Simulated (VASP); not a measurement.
# ZnO (zincite) (P6_3mc) in VASP: further runs

The runs below take ZnO (zincite) through single point, relaxation of cell and atoms, with PBEsol.

All numbers are computed with VASP 6.6.1; they aren't measurements. Logs are shortened: lines on timing, memory, paths and dates and some standing lists are left out, and cuts for length are marked.

**Measured values to compare with.**

From “Electronic structure of alkaline earth and post-transition metal oxides”, 2009, arxiv:0908.1581, for a bulk crystal of ZnO: band gap 3.37 eV.

The results are compared with them further down.

## (1) The cell of the first run

Symmetry: P6_3mc, No. 186, hexagonal system. The conventional cell has a = 3.231 Å, b = 3.231 Å, c = 5.212 Å, α = 90.00°, β = 90.00°, γ = 120.00°. Zn (site symmetry 3m) has 4 O at 1.97 to 1.98 Å within 2.6 Å. O (site symmetry 3m) has 4 Zn at 1.97 to 1.98 Å within 2.6 Å.

## (2) Single point, PBEsol

The input, INCAR:

```
PREC = Accurate
ENCUT = 600
EDIFF = 1E-6
ISMEAR = -1
SIGMA = 0.02
LREAL = F
LASPH = T
NELM = 120
ALGO = Normal
ISIF = 2
LWAVE = F
LCHARG = T
GGA = PS
LELF = T
LVHAR = T
NBANDS = 26
GGA_COMPAT = F
```

The input, KPOINTS:

```
Automatic mesh
0
Gamma
  8 8 5
```

The input, POSCAR:

```
ZnO
1.0
    3.2306871891      0.0000000000      0.0000000000
   -1.6153435946      2.7978571775      0.0000000000
    0.0000000000      0.0000000000      5.2117916638
Zn O
2 2
Direct
    0.3333333333      0.6666666667      0.4999231372
    0.6666666667      0.3333333333     -0.0000768628
    0.6666666667      0.3333333333      0.3790868628
    0.3333333333      0.6666666667      0.8790868628
```

Potentials or basis: VASP PAW PBE potentials, release 64 (Zn, O).

Run with:

```
$ cat potpaw_PBE.64/Zn/POTCAR potpaw_PBE.64/O/POTCAR > POTCAR
$ mpirun -np 1 vasp_std > vasp.out
```

OUTCAR:

```text
PREC = Accurate
   ENCUT = 600
   EDIFF = 1E-6
   ISMEAR = -1
   LREAL = F
   LASPH = T
   NELM = 120
   ISIF = 2
   GGA = PS

 ion  position               nearest neighbor table
   1  0.333  0.667  0.500-   3 1.97   3 1.97   3 1.97   4 1.98
   2  0.667  0.333  1.000-   4 1.97   4 1.97   4 1.97   3 1.98
   3  0.667  0.333  0.379-   1 1.97   1 1.97   1 1.97   2 1.98
   4  0.333  0.667  0.879-   2 1.97   2 1.97   2 1.97   1 1.98

  LATTYP: Found a hexagonal cell.
 ALAT       =     3.2306871891
 C/A-ratio  =     1.6132145760

  Lattice vectors:

 A1 = (   3.2306871891,   0.0000000000,   0.0000000000)
 A2 = (  -1.6153435946,   2.7978571775,   0.0000000000)
 A3 = (   0.0000000000,   0.0000000000,   5.2117916638)

Analysis of symmetry for initial positions (statically):
=====================================================================
 Subroutine PRICEL returns:
 Original cell was already a primitive cell.

 Routine SETGRP: Setting up the symmetry group for a
 hexagonal supercell.

 Subroutine GETGRP returns: Found 12 space group operations
 (whereof  6 operations were pure point group operations)
 out of a pool of 24 trial point group operations.

The static configuration has the point symmetry C_3v.
 The point group associated with its full space group is C_6v.

Analysis of symmetry for dynamics (positions and initial velocities):
=====================================================================
 Subroutine PRICEL returns:
 Original cell was already a primitive cell.

 Routine SETGRP: Setting up the symmetry group for a
 hexagonal supercell.

 Subroutine GETGRP returns: Found 12 space group operations
 (whereof  6 operations were pure point group operations)
 out of a pool of 24 trial point group operations.

The dynamic configuration has the point symmetry C_3v.
 The point group associated with its full space group is C_6v.

 Subroutine INISYM returns: Found 12 space group operations
 (whereof  6 operations are pure point group operations),
 and found     1 'primitive' translations

----------------------------------------------------------------------------------------

                                     Primitive cell

  volume of cell :      47.1094

  direct lattice vectors                    reciprocal lattice vectors
     3.230687189  0.000000000  0.000000000     0.309531670  0.178708193  0.000000000
    -1.615343595  2.797857178  0.000000000     0.000000000  0.357416386  0.000000000
     0.000000000  0.000000000  5.211791664     0.000000000  0.000000000  0.191872597

  length of vectors
     3.230687189  3.230687189  5.211791664     0.357416386  0.357416386  0.191872597

  position of ions in fractional coordinates (direct lattice)
     0.333333333  0.666666667  0.499923137
     0.666666667  0.333333333  0.999923137
     0.666666667  0.333333333  0.379086863
     0.333333333  0.666666667  0.879086863

  ion indices of the primitive-cell ions
   primitive index   ion index
                 1           1
                 2           2
                 3           3
                 4           4

----------------------------------------------------------------------------------------

 KPOINTS: Automatic mesh

Automatic generation of k-mesh.
 Grid dimensions read from file:
 generate k-points for:    8    8    5

 Generating k-lattice:

  Cartesian coordinates                     Fractional coordinates (reciprocal lattice)
     0.038691459  0.022338524  0.000000000     0.125000000  0.000000000  0.000000000
     0.000000000  0.044677048  0.000000000     0.000000000  0.125000000  0.000000000
     0.000000000  0.000000000  0.038374519     0.000000000  0.000000000  0.200000000

  Length of vectors
     0.044677048  0.044677048  0.038374519

  Shift w.r.t. Gamma in fractional coordinates (k-lattice)
     0.000000000  0.000000000  0.000000000

 Subroutine IBZKPT returns following result:
 ===========================================

 Found     30 irreducible k-points:

 Following reciprocal coordinates:
            Coordinates               Weight
  0.000000  0.000000  0.000000      1.000000
  0.125000  0.000000  0.000000      6.000000
  0.250000  0.000000  0.000000      6.000000
  0.375000  0.000000  0.000000      6.000000
  0.500000  0.000000  0.000000      3.000000
  0.125000  0.125000  0.000000      6.000000
[... 16 lines left out ...]
  0.250000  0.000000  0.400000     12.000000
  0.375000  0.000000  0.400000     12.000000
 [... further k-points ...]
   k-points           NKPTS =     30   k-points in BZ     NKDIM =     30   number of bands    NBANDS=     26
   number of dos      NEDOS =    301   number of ions     NIONS =      4
   total plane-waves  NPLWV =  32928
   dimension x,y,z NGX =    28 NGY =   28 NGZ =   42
   dimension x,y,z NGXF=    56 NGYF=   56 NGZF=   84
   ions per type =               2   2
   NGX,Y,Z   is equivalent  to a cutoff of  14.41, 14.41, 13.40 a.u.
   NGXF,Y,Z  is equivalent  to a cutoff of  28.82, 28.82, 26.79 a.u.
 SYSTEM =  unknown system
   PREC   = accura    normal or accurate (medium, high low for compatibility)
   ISTART =      0    job   : 0-new  1-cont  2-samecut
   ICHARG =      2    charge: 1-file 2-atom 10-const
   ISPIN  =      1    spin polarized calculation?
   LNONCOLLINEAR =      F non collinear calculations
   LSORBIT =      F    spin-orbit coupling
   LASPH  =      T    aspherical Exc in radial PAW
   ENCUT  =  600.0 eV  44.10 Ry    6.64 a.u.   6.45  6.45 10.41*2*pi/ulx,y,z
   NELM   =    120;   NELMIN=  2; NELMDL= -5     # of ELM steps
   EDIFF  = 0.1E-05   stopping-criterion for ELM
   LREAL  =      F    real-space projection
   EDIFFG = 0.1E-04   stopping-criterion for IOM
   NSW    =      0    number of steps for IOM
   IBRION =     -1    ionic relax: 0-MD 1-quasi-New 2-CG
   NFREE  =      0    steps in history (QN), initial steepest desc. (CG)
   ISIF   =      2    stress and relaxation
   ISYM   =      2    0-nonsym 1-usesym 2-fastsym
   POTIM  = 0.5000    time-step for ionic-motion
   TEBEG  =    0.0;   TEEND  =   0.0 temperature during run
   PSTRESS=    0.0 pullay stress
   NELECT =      36.0000    total number of electrons
   NUPDOWN=      -1.0000    fix difference up-down
   EMIN   =  10.00;   EMAX   =-10.00  energy-range for DOS
   EFERMI =   0.00;   METHOD = LEGACY
   ISMEAR =    -1;   SIGMA  =   0.02  broadening in eV -4-tet -1-fermi 0-gaus
   EFERMI_NEDOS =   21; number of points for ismear=-14 and -15
   IALGO  =     38    algorithm
   IMIX   =      4    mixing-type and parameters
     AMIX     =   0.40;   BMIX     =  1.00
     AMIX_MAG =   1.60;   BMIX_MAG =  1.00
  volume/ion in A,a.u.               =      11.78        79.48
  Fermi-wavevector in a.u.,A,eV,Ry     =   1.496717  2.828386 30.479271  2.240163
  Thomas-Fermi vector in A             =   2.608698
   LORBIT       =      0    0 simple, 1 ext, 2 COOP (PROOUT), +10 PAW based schemes
   GGA     = PS    functional components
   LHFCALC =     F    Hartree Fock is set to
   AEXX    =    0.0000 exact exchange contribution
   IVDW    =     0    specifies the selected vdW correction
   LEPSILON=     F    determine dielectric tensor
   LRPA    =     F    only Hartree local field effects (RPA)
 non-spin polarized calculation
  energy-cutoff  :      600.00
  volume of cell :       47.11
 maximum number of plane-waves:      1595
 NGX is ok and might be reduce to    28
   NGX = 13   NGY = 13   NGZ = 21

 number of electron      36.0000007 magnetization

 Free energy of the ion-electron system (eV)
  ---------------------------------------------------
  ext. energy  EPLUGINS =         0.00000000
  ---------------------------------------------------
  free energy    TOTEN  =       -19.41376763 eV

  energy without entropy =      -19.41376763  energy(sigma->0) =      -19.41376763

 E-fermi :   1.4990     XC(G=0): -11.2414

 val. band max:        1.1475692517   @ k =   0.0000   0.0000   0.0000
 cond. band min:       1.8381483436   @ k =   0.0000   0.0000   0.0000
 fundamental gap:      0.6905790919
 Fermi energy:         1.4989850059

 k-point     1 :       0.0000    0.0000    0.0000
  band No.  band energies     occupation
      1     -16.9835      2.00000
      2     -16.2271      2.00000
      3      -4.6606      2.00000
      4      -4.6222      2.00000
      5      -4.6222      2.00000
      6      -4.5757      2.00000
[... 18 lines left out ...]
     25      15.2628      0.00000
     26      15.2628      0.00000

 k-point     2 :       0.1250    0.0000    0.0000
  band No.  band energies     occupation
      1     -16.8947      2.00000
      2     -16.1878      2.00000
      3      -4.7307      2.00000
      4      -4.5726      2.00000
      5      -4.5318      2.00000
      6      -4.5274      2.00000
[... 18 lines left out ...]
     25      15.2516      0.00000
     26      15.4338      0.00000

 k-point     3 :       0.2500    0.0000    0.0000
  band No.  band energies     occupation
      1     -16.6652      2.00000
      2     -16.0997      2.00000
      3      -4.9127      2.00000
      4      -4.5500      2.00000
      5      -4.4648      2.00000
      6      -4.3549      2.00000
[... 18 lines left out ...]
     25      14.4571      0.00000
     26      15.3017      0.00000

 k-point     4 :       0.3750    0.0000    0.0000
  band No.  band energies     occupation
      1     -16.3998      2.00000
      2     -16.0353      2.00000
      3      -4.9682      2.00000
      4      -4.6314      2.00000
      5      -4.3843      2.00000
      6      -4.1439      2.00000
[... 18 lines left out ...]
     25      14.4198      0.00000
     26      15.2452      0.00000
[... 496 lines left out ...]
      1     -16.6580      2.00000
      2     -16.4395      2.00000
      3      -4.9159      2.00000
      4      -4.8833      2.00000
      5      -4.5251      2.00000
      6      -4.5204      2.00000
[... 18 lines left out ...]
     25      14.2578      0.00000
     26      14.6048      0.00000

 k-point    23 :       0.2500    0.0000    0.4000
  band No.  band energies     occupation
      1     -16.4709      2.00000
      2     -16.2958      2.00000
      3      -5.0307      2.00000
      4      -4.9686      2.00000
      5      -4.3859      2.00000
      6      -4.3827      2.00000
[... 18 lines left out ...]
     25      14.5413      0.00000
     26      14.7831      0.00000

 k-point    24 :       0.3750    0.0000    0.4000
  band No.  band energies     occupation
      1     -16.2682      2.00000
      2     -16.1552      2.00000
      3      -5.0970      2.00000
      4      -5.0248      2.00000
      5      -4.2536      2.00000
      6      -4.1995      2.00000
[... 18 lines left out ...]
     25      14.6447      0.00000
     26      14.9022      0.00000

 [... further k-points ...]

------------------------ aborting loop because EDIFF is reached ----------------------------------------

  FORCE on cell =-STRESS in cart. coord.  units (eV):
  Direction    XX          YY          ZZ          XY          YZ          ZX
  --------------------------------------------------------------------------------------
  -------------------------------------------------------------------------------------
  Total        0.1512295      0.1512295      0.1664050     -0.0000000      0.0000000      0.0000000
  in kB        5.1432725      5.1432725      5.6593890     -0.0000000      0.0000000      0.0000000
  external PRESSURE =       5.3153114 kB  Pullay stress =       0.0000000 kB

 VOLUME and BASIS-vectors are now :
 -----------------------------------------------------------------------------
  energy-cutoff  :      600.00
  volume of cell :       47.11
      direct lattice vectors                 reciprocal lattice vectors
     3.230687189  0.000000000  0.000000000     0.309531670  0.178708193  0.000000000
    -1.615343595  2.797857178  0.000000000     0.000000000  0.357416386  0.000000000
     0.000000000  0.000000000  5.211791664     0.000000000  0.000000000  0.191872597

 POSITION                                       TOTAL-FORCE (eV/Angst)
 -----------------------------------------------------------------------------------
     -0.00000      1.86524      2.60550        -0.000000      0.000000      0.002533
      1.61534      0.93262      5.21139        -0.000000      0.000000      0.002533
      1.61534      0.93262      1.97572         0.000000      0.000000     -0.002533
     -0.00000      1.86524      4.58162         0.000000     -0.000000     -0.002533
 -----------------------------------------------------------------------------------
    total drift:                                0.000000     -0.000000     -0.000505

  FREE ENERGIE OF THE ION-ELECTRON SYSTEM (eV)
  ---------------------------------------------------
  free  energy   TOTEN  =       -19.4137676297 eV

  energy  without entropy=      -19.4137676295  energy(sigma->0) =      -19.41376763
```

Wall time 79 s (1 thread of Intel Xeon 8259CL, shared host); peak memory 0.19 GiB.

Results:

| Property | Result |
| --- | --- |
| Free energy | -19.4138 eV |
| Pressure | 0.5 GPa |
| Band gap on the k mesh | 0.69 eV, direct |

Forces in eV/Å, atoms in the order of the input:
```
Zn   0.000  0.000  0.003
Zn   0.000  0.000  0.003
O    0.000  0.000 -0.003
O    0.000  0.000 -0.003
```

Caveat: the PAW data sets were made with another functional, which shifts forces and pressure a little. Expect the measured gap to be larger: semilocal functionals such as PBEsol lack the derivative discontinuity.

(Continued in part 2 of 2.)
